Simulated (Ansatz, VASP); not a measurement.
# NaF: VASP beside Ansatz

```
CELL_PARAMETERS angstrom
2.73646 0.00000 0.00000
0.00000 2.73646 0.00000
0.00000 0.00000 2.73646
ATOMIC_POSITIONS crystal
Na 0.00000 0.00000 0.00000
F 0.50000 0.50000 0.50000
```

Alike in both runs: task single point; functional r2SCAN; k mesh 8 × 8 × 8; no spin polarisation.

|  | VASP | Ansatz |
| --- | --- | --- |
| version | VASP 6.6.1 | Ansatz 0.2.0 |
| potentials or method | VASP PAW PBE potentials, release 64 (Na_sv, F) | plane waves, PAW |
| plane-wave cutoff (eV) | 970 | 500 |
| occupations | gaussian, width 0.01 eV | fixed |
| valence electrons in the cell | 16 | 16 |

Ansatz gave:

- gap on the k mesh at the Fermi level (eV): 7.50
- pressure (GPa): 4.3

Question: Estimate VASP's values.

Answer: gap on the k mesh at the Fermi level (eV): 7.50; pressure (GPa): 3.7.

VASP's potentials were made for PBE, not for r2SCAN.
